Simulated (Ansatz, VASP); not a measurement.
One calculation of Ni, two programs

```xyz
1
Lattice="2.1657 0.0000 0.0000 0.0000 2.1657 0.0000 0.0000 0.0000 2.1657" Properties=species:S:1:pos:R:3 pbc="T T T"
Ni    0.0000    0.0000    0.0000
```

Alike in both runs: task single point; functional LDA; k mesh 23 × 23 × 23; occupations fermi-dirac, width 0.05 eV; collinear spin.

|  | VASP | Ansatz |
| --- | --- | --- |
| version | VASP 6.6.1 | Ansatz 0.2.0 |
| potentials or method | VASP PAW LDA potentials, release 64 (Ni), cutoff 520 eV | plane waves (420 eV) with PAW, scalar-relativistic |
| valence electrons in the cell | 10 | 18 |

|  | VASP | Ansatz | Ansatz less VASP |
| --- | --- | --- | --- |
| net moment per atom (μB) | 0.29 | 0.35 | +0.061 |
| size of the moment on the site where the two differ most (μB) | 0.28 | 0.35 | +0.065 |

Ansatz warns that its potentials were made for another functional, while VASP's fit it. LDA's correlation is that of Perdew and Zunger in VASP and of Perdew and Wang (1992) in Ansatz. Site moments also hang on the region over which each program counts them. VASP's potentials hold 10 valence electrons a cell and Ansatz's 18, so a difference there can come from the potentials and not from the codes.
